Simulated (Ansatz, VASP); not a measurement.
Ca in VASP and in Ansatz

```xyz
2
Lattice="1.5507 -0.8953 5.0639 0.0000 1.7906 5.0639 -1.5507 -0.8953 5.0639" Properties=species:S:1:pos:R:3 pbc="T T T"
Ca    0.0000    0.0000    3.7979
Ca    0.0000    0.0000   -3.7979
```

Change from the starting cell: volume scaled by 0.5, LAPW.

Alike in both runs: task single point; functional PBE; k mesh 9 × 9 × 9; occupations fermi-dirac, width 0.1 eV; no spin polarisation.

```csv
,VASP,Ansatz
version,VASP 6.6.1,Ansatz 0.2.0
potentials or method,"VASP PAW PBE potentials, release 64 (Ca_sv), cutoff 520 eV","all-electron LAPW, scalar-relativistic"
```

```tsv
	VASP	Ansatz	Ansatz less VASP
pressure (GPa)	33.7	33.6	-0.07
```

Both programs put the cell under a high pressure, so it lies far from rest at this level. Ansatz ran all-electron here, and VASP with PAW potentials.
